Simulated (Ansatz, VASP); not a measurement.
Si in VASP and in Ansatz

The input POSCAR:

```
Si
1.0
    0.0000000000      2.7221188962      2.7221188962
    2.7221188962      0.0000000000      2.7221188962
    2.7221188962      2.7221188962      0.0000000000
Si
2
Direct
    0.0000000000      0.0000000000      0.0000000000
    0.2500000000      0.2500000000      0.2500000000
```

File INCAR.step1:

```
SYSTEM = Si
PREC     = Accurate       ! precision mode
ENCUT    = 520            ! plane-wave cutoff, eV
ISMEAR   = 0              ! smearing method
SIGMA    = 0.01           ! smearing width, eV
LREAL    = .FALSE.        ! projectors in reciprocal space
LASPH    = .TRUE.         ! aspherical terms in the spheres
NELM     = 80             ! most SCF steps
NBANDS   = 11             ! bands
GGA      = PE             ! functional
ALGO     = Normal         ! electronic algorithm
EDIFF    = 1E-4           ! SCF threshold, eV
LWAVE    = .TRUE.         ! write WAVECAR
LCHARG   = .FALSE.        ! write CHGCAR
```

Contents of INCAR.step2:

```
SYSTEM = Si
PREC     = Accurate       ! precision mode
ENCUT    = 520            ! plane-wave cutoff, eV
EDIFF    = 1E-6           ! SCF threshold, eV
ISMEAR   = 0              ! smearing method
SIGMA    = 0.01           ! smearing width, eV
LREAL    = .FALSE.        ! projectors in reciprocal space
LASPH    = .TRUE.         ! aspherical terms in the spheres
NELM     = 80             ! most SCF steps
ALGO     = Normal         ! electronic algorithm
ISIF     = 2              ! what is computed and relaxed
LWAVE    = .FALSE.        ! write WAVECAR
LCHARG   = .TRUE.         ! write CHGCAR
METAGGA  = R2SCAN         ! meta-GGA
LMIXTAU  = .TRUE.       
LELF     = .TRUE.         ! ELF
LVHAR    = .TRUE.       
NBANDS   = 11             ! bands
ISTART   = 1
```

KPOINTS

```
regular mesh
0
G
  2 2 2
  0 0 0
```

Input for Ansatz:

```yaml
crystal:
  lattice:
    - [0.0, 2.7221188962, 2.7221188962]
    - [2.7221188962, 0.0, 2.7221188962]
    - [2.7221188962, 2.7221188962, 0.0]
  atoms:
    - { symbol: Si, position: [0.0, 0.0, 0.0] }
    - { symbol: Si, position: [0.25, 0.25, 0.25] }
kpoints:
  mp_grid: { grid: [2, 2, 2] }
hamiltonian:
  xc: r2scan
scf:
  occupations: { method: fixed }
  n_extra_bands: 4
output:
  forces: true
  stress: true
  eigenvalues: true
```

Alike in both runs: task single point; functional r2SCAN; k mesh 2 × 2 × 2; no spin polarisation.

```csv
,VASP,Ansatz
version,VASP 6.6.1,Ansatz 0.2.0
potentials or method,"VASP PAW PBE potentials, release 64 (Si)",plane waves
plane-wave cutoff (eV),520,500
occupations,"gaussian, width 0.01 eV",fixed
valence electrons in the cell,8,8
```

|  | VASP | Ansatz | Ansatz less VASP |
| --- | --- | --- | --- |
| gap on the k mesh at the Fermi level (eV) | 0.81 | 0.80 | -0.015 |
| pressure (GPa) | 7.4 | 7.7 | +0.33 |

VASP's potentials were made for PBE, not for r2SCAN.

The k mesh is coarse, so the values compare programs but aren't converged.
